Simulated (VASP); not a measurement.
# K (Im-3m) in VASP: notebook

K is run at these levels: r2SCAN; tasks: single point.

All numbers are computed with VASP 6.6.1; they aren't measurements. Logs are shortened: lines on timing, memory, paths and dates and some standing lists are left out, and cuts for length are marked.

## Step 1: The cell of the first run

The structure is cubic, space group Im-3m (No. 229). The conventional cell has a = 5.322 Å, b = 5.322 Å, c = 5.322 Å, α = 90.00°, β = 90.00°, γ = 90.00°.

## Step 2: Single point, r2SCAN

Input file POSCAR:

```
K
1.0
   -2.6611005540      2.6611005540      2.6611005540
    2.6611005540     -2.6611005540      2.6611005540
    2.6611005540      2.6611005540     -2.6611005540
K
1
Direct
    0.0000000000      0.0000000000      0.0000000000
```

Input file INCAR.step1:

```
  PREC = Accurate
  ENCUT = 520
  ISMEAR = -1
  SIGMA = 0.05
  LREAL = False
  LASPH = True
  NELM = 80
  NBANDS = 10
  GGA = PE
  ALGO = Normal
  EDIFF = 1E-4
  LWAVE = True
  LCHARG = False
```

Input file INCAR.step2:

```
  PREC = Accurate
  ENCUT = 520
  EDIFF = 1E-6
  ISMEAR = -1
  SIGMA = 0.05
  LREAL = False
  LASPH = True
  NELM = 80
  ALGO = Normal
  ISIF = 2
  LWAVE = False
  LCHARG = False
  METAGGA = R2SCAN
  LMIXTAU = True
  NBANDS = 10
  ISTART = 1
```

Input file KPOINTS:

```
regular mesh
0
Gamma
  7 7 7
```

Potentials or basis: VASP PAW PBE potentials, release 64 (K_sv).

Launch:

```
$ cat potpaw_PBE.64/K_sv/POTCAR > POTCAR
$ cp INCAR.step1 INCAR
$ mpirun -np 1 vasp_std > vasp.out
$ cp INCAR.step2 INCAR
$ mpirun -np 1 vasp_std > vasp.out
```

OUTCAR:

```text
PREC = Accurate
   ENCUT = 520
   EDIFF = 1E-6
   ISMEAR = -1
   LREAL = False
   LASPH = True
   NELM = 80
   ISIF = 2
   METAGGA = R2SCAN
   ISTART = 1

 ion  position               nearest neighbor table
   1  0.000  0.000  0.000-

  LATTYP: Found a body centered cubic cell.
 ALAT       =     5.3222011080

  Lattice vectors:

 A1 = (  -2.6611005540,   2.6611005540,   2.6611005540)
 A2 = (   2.6611005540,  -2.6611005540,   2.6611005540)
 A3 = (   2.6611005540,   2.6611005540,  -2.6611005540)

Analysis of symmetry for initial positions (statically):
=====================================================================
 Subroutine PRICEL returns:
 Original cell was already a primitive cell.

 Routine SETGRP: Setting up the symmetry group for a
 body centered cubic supercell.

 Subroutine GETGRP returns: Found 48 space group operations
 (whereof 48 operations were pure point group operations)
 out of a pool of 48 trial point group operations.

The static configuration has the point symmetry O_h .

Analysis of symmetry for dynamics (positions and initial velocities):
=====================================================================
 Subroutine PRICEL returns:
 Original cell was already a primitive cell.

 Routine SETGRP: Setting up the symmetry group for a
 body centered cubic supercell.

 Subroutine GETGRP returns: Found 48 space group operations
 (whereof 48 operations were pure point group operations)
 out of a pool of 48 trial point group operations.

The dynamic configuration has the point symmetry O_h .

 Subroutine INISYM returns: Found 48 space group operations
 (whereof 48 operations are pure point group operations),
 and found     1 'primitive' translations

----------------------------------------------------------------------------------------

                                     Primitive cell

  volume of cell :      75.3779

  direct lattice vectors                    reciprocal lattice vectors
    -2.661100554  2.661100554  2.661100554     0.000000000  0.187892186  0.187892186
     2.661100554 -2.661100554  2.661100554     0.187892186  0.000000000  0.187892186
     2.661100554  2.661100554 -2.661100554     0.187892186  0.187892186  0.000000000

  length of vectors
     4.609161364  4.609161364  4.609161364     0.265719678  0.265719678  0.265719678

  position of ions in fractional coordinates (direct lattice)
[... 68 lines left out ...]
   LSORBIT =      F    spin-orbit coupling
   LASPH  =      T    aspherical Exc in radial PAW
   ENCUT  =  520.0 eV  38.22 Ry    6.18 a.u.   8.57  8.57  8.57*2*pi/ulx,y,z
   NELM   =     80;   NELMIN=  2; NELMDL=  0     # of ELM steps
   EDIFF  = 0.1E-05   stopping-criterion for ELM
   LREAL  =      F    real-space projection
[... 7 lines left out ...]
   TEBEG  =    0.0;   TEEND  =   0.0 temperature during run
   PSTRESS=    0.0 pullay stress
   NELECT =       9.0000    total number of electrons
   NUPDOWN=      -1.0000    fix difference up-down
   EMIN   =  10.00;   EMAX   =-10.00  energy-range for DOS
   EFERMI =   0.00;   METHOD = LEGACY
   ISMEAR =    -1;   SIGMA  =   0.05  broadening in eV -4-tet -1-fermi 0-gaus
   EFERMI_NEDOS =   21; number of points for ismear=-14 and -15
   IALGO  =     38    algorithm
   IMIX   =      4    mixing-type and parameters
     AMIX     =   0.40;   BMIX     =  1.00
     AMIX_MAG =   1.60;   BMIX_MAG =  1.00
  volume/ion in A,a.u.               =      75.38       508.67
  Fermi-wavevector in a.u.,A,eV,Ry     =   0.806135  1.523374  8.841793  0.649853
  Thomas-Fermi vector in A             =   1.914511
   LORBIT       =      0    0 simple, 1 ext, 2 COOP (PROOUT), +10 PAW based schemes
   METAGGA = R2SCAN    functional components
   LHFCALC =     F    Hartree Fock is set to
   AEXX    =    0.0000 exact exchange contribution
   IVDW    =     0    specifies the selected vdW correction
   LEPSILON=     F    determine dielectric tensor
   LRPA    =     F    only Hartree local field effects (RPA)
 non-spin polarized calculation
  energy-cutoff  :      520.00
  volume of cell :       75.38
 maximum number of plane-waves:      2040
 NGX is ok and might be reduce to    36
   NGX = 17   NGY = 17   NGZ = 17

 number of electron       9.0000001 magnetization

 Free energy of the ion-electron system (eV)
  ---------------------------------------------------
  ext. energy  EPLUGINS =         0.00000000
  ---------------------------------------------------
  free energy    TOTEN  =        -6.01657799 eV

  energy without entropy =       -6.00995727  energy(sigma->0) =       -6.01326763

 E-fermi :  -0.1324     XC(G=0):  -5.8446

 val. band max:       -0.2038451719   @ k =   0.4286   0.0000   0.0000
 cond. band min:       0.0112222859   @ k =  -0.4286   0.4286   0.1429
 fundamental gap:      0.2150674578
 Fermi energy:        -0.1324329367

 k-point     1 :       0.0000    0.0000    0.0000
  band No.  band energies     occupation
      1     -33.7891      2.00000
      2     -16.4619      2.00000
      3     -16.4619      2.00000
      4     -16.4619      2.00000
      5      -2.3853      2.00000
      6       4.6107      0.00000
      7       4.6108      0.00000
      8       4.6108      0.00000
      9       5.5563      0.00000
     10       5.5563      0.00000
[... 235 lines left out ...]
 k-point    20 :      -0.4286    0.4286    0.4286
  band No.  band energies     occupation
      1     -33.7826      2.00000
      2     -16.5070      2.00000
      3     -16.5049      2.00000
      4     -16.5049      2.00000
      5       1.3176      0.00000
      6       1.7825      0.00000
      7       3.5714      0.00000
      8       3.5715      0.00000
      9       3.6729      0.00000
     10       6.6682      0.00000

------------------------ aborting loop because EDIFF is reached ----------------------------------------

  FORCE on cell =-STRESS in cart. coord.  units (eV):
  Direction    XX          YY          ZZ          XY          YZ          ZX
  --------------------------------------------------------------------------------------
  -------------------------------------------------------------------------------------
  Total        0.0093535      0.0093535      0.0093535      0.0000000      0.0000000     -0.0000000
  in kB        0.1988119      0.1988119      0.1988119      0.0000000      0.0000000     -0.0000000
  external PRESSURE =       0.1988119 kB  Pullay stress =       0.0000000 kB

 VOLUME and BASIS-vectors are now :
 -----------------------------------------------------------------------------
  energy-cutoff  :      520.00
  volume of cell :       75.38
      direct lattice vectors                 reciprocal lattice vectors
    -2.661100554  2.661100554  2.661100554     0.000000000  0.187892186  0.187892186
     2.661100554 -2.661100554  2.661100554     0.187892186  0.000000000  0.187892186
     2.661100554  2.661100554 -2.661100554     0.187892186  0.187892186  0.000000000

 POSITION                                       TOTAL-FORCE (eV/Angst)
 -----------------------------------------------------------------------------------
      0.00000      0.00000      0.00000         0.000000     -0.000000      0.000000
 -----------------------------------------------------------------------------------
    total drift:                               -0.000000     -0.000000      0.000000

  FREE ENERGIE OF THE ION-ELECTRON SYSTEM (eV)
  ---------------------------------------------------
  free  energy   TOTEN  =        -6.0165779946 eV

  energy  without entropy=       -6.0099572662  energy(sigma->0) =       -6.01326763
```

OSZICAR.step1:

```text
N       E                     dE             d eps       ncg     rms          rms(c)
DAV:   1     0.440431180403E+02    0.44043E+02   -0.36413E+03   400   0.688E+02
DAV:   2     0.600251358008E+00   -0.43443E+02   -0.42828E+02   432   0.187E+02
DAV:   3    -0.975397278463E+00   -0.15756E+01   -0.15643E+01   620   0.281E+01
DAV:   4    -0.105021812678E+01   -0.74821E-01   -0.74730E-01   578   0.482E+00
DAV:   5    -0.105115263903E+01   -0.93451E-03   -0.93442E-03   626   0.418E-01    0.191E+00
DAV:   6    -0.105139839841E+01   -0.24576E-03   -0.13735E-03   610   0.231E-01    0.118E+00
DAV:   7    -0.105185198341E+01   -0.45359E-03   -0.26702E-03   602   0.330E-01    0.534E-02
DAV:   8    -0.105191059696E+01   -0.58614E-04   -0.10177E-04   448   0.118E-01
   1 F= -.10519106E+01 E0= -.10483916E+01  d E =-.703803E-02
```

Wall time 2.6 min (1 thread of AMD EPYC 7R13, shared host); peak memory 0.18 GiB.

What came out:

```yaml
Free_energy: -6.0166 eV
Pressure: 0.0 GPa
```

Caveat: the PAW data sets were made with another functional, which shifts forces and pressure a little.

## Step 3: Single point, r2SCAN

This run uses another cell than the first one, of 76.95 Å³/atom, 1.021 times its volume.

Input file POSCAR:

```
K
1.0
   -2.6794535516      2.6794535516      2.6794535516
    2.6794535516     -2.6794535516      2.6794535516
    2.6794535516      2.6794535516     -2.6794535516
K
1
Direct
    0.0000000000      0.0000000000      0.0000000000
```

Input file INCAR.step1:

```
SYSTEM = K
  PREC = Accurate
  ENCUT = 520
  ISMEAR = -1
  SIGMA = 0.05
  LREAL = .False.
  LASPH = .True.
  NELM = 80
  NBANDS = 10
  GGA = PE
  ALGO = Normal
  EDIFF = 1E-4
  LWAVE = .True.
  LCHARG = .False.
```

Input file INCAR.step2:

```
SYSTEM = K
  PREC = Accurate
  ENCUT = 520
  EDIFF = 1E-7
  ISMEAR = -1
  SIGMA = 0.05
  LREAL = .False.
  LASPH = .True.
  NELM = 80
  ALGO = Normal
  ISIF = 2
  LWAVE = .False.
  LCHARG = .False.
  METAGGA = R2SCAN
  LMIXTAU = .True.
  NBANDS = 10
  ISTART = 1
```

Input file KPOINTS:

```
regular mesh
0
Gamma
  7 7 7
  0 0 0
```

Potentials or basis: VASP PAW PBE potentials, release 64 (K_sv).

Launch:

```
$ cat potpaw_PBE.64/K_sv/POTCAR > POTCAR
$ cp INCAR.step1 INCAR
$ mpirun -np 1 vasp_std > vasp.out
$ cp INCAR.step2 INCAR
$ mpirun -np 1 vasp_std > vasp.out
```

It took 2.8 min on 1 thread of AMD EPYC 7R13, shared host; peak memory 0.18 GiB.

The run converged. Its results:

| Quantity | Value |
| --- | --- |
| Free energy | -6.0167 eV |
| Pressure | -0.1 GPa |

Levels at points of the mesh, in eV from the Fermi level:
| k point | band 3 | band 4 | band 5 | band 6 | band 7 | band 8 |
| --- | --- | --- | --- | --- | --- | --- |
| (0.00, 0.00, 0.00) | -16.35 | -16.35 | -2.22 | 4.72 | 4.72 | 4.72 |

Caveat: the PAW data sets were made with another functional, which shifts forces and pressure a little.
